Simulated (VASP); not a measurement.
Wanted: the native input for a VASP 6.6.1 run.

```
Task                   : electric field gradients
Functional             : LDA
Potentials or basis    : VASP PAW PBE potentials, release 64 (Lu, H)
Cutoff                 : 520 eV
k mesh                 : 8 × 8 × 8
Occupations            : fermi-dirac, width 0.02 eV
Spin                   : no spin polarisation
Dipole correction      : no
Further INCAR settings : ALGO = Normal; EDIFF = 1e-08; NBANDS = 20
```

The structure of LuH2 lies in POSCAR:

```
LuH2
1.0
    0.0000000000      2.5248605265      2.5248605265
    2.5248605265      0.0000000000      2.5248605265
    2.5248605265      2.5248605265      0.0000000000
Lu H
1 2
Direct
    0.0000000000      0.0000000000      0.0000000000
    0.2500000000      0.2500000000      0.2500000000
    0.7500000000      0.7500000000      0.7500000000
```

This cell differs from its parent crystal: volume scaled by 1.01.

One way to write it, as run:

INCAR

```
SYSTEM = LuH2
  PREC = Accurate
  ENCUT = 520
  EDIFF = 1E-8
  ISMEAR = -1
  SIGMA = 0.02
  LREAL = .FALSE.
  LASPH = .TRUE.
  NELM = 120
  ALGO = Normal
  ISIF = 2
  LWAVE = .FALSE.
  LCHARG = .FALSE.
  GGA = CA
  LEFG = .TRUE.
  NBANDS = 20
  GGA_COMPAT = .FALSE.
```

KPOINTS

```
regular mesh
0
G
  8 8 8
  0 0 0
```

Potentials or basis: VASP PAW PBE potentials, release 64 (Lu, H).

Run with:

```bash
$ cat potpaw_PBE.64/Lu/POTCAR potpaw_PBE.64/H/POTCAR > POTCAR
$ mpirun -np 1 vasp_std > vasp.out
```

It gave:

```json
{
 "Pressure": "-7.0 GPa"
}
```

Caveat: without QUAD_EFG the Cq values of the log hold for a quadrupole moment of 1 mb, not for the nuclei; the PAW data sets were made with another functional, which shifts forces and pressure a little.

Run time: 46 s on 1 thread of Intel Xeon 8259CL, with other jobs on the host, peak memory 0.16 GiB.
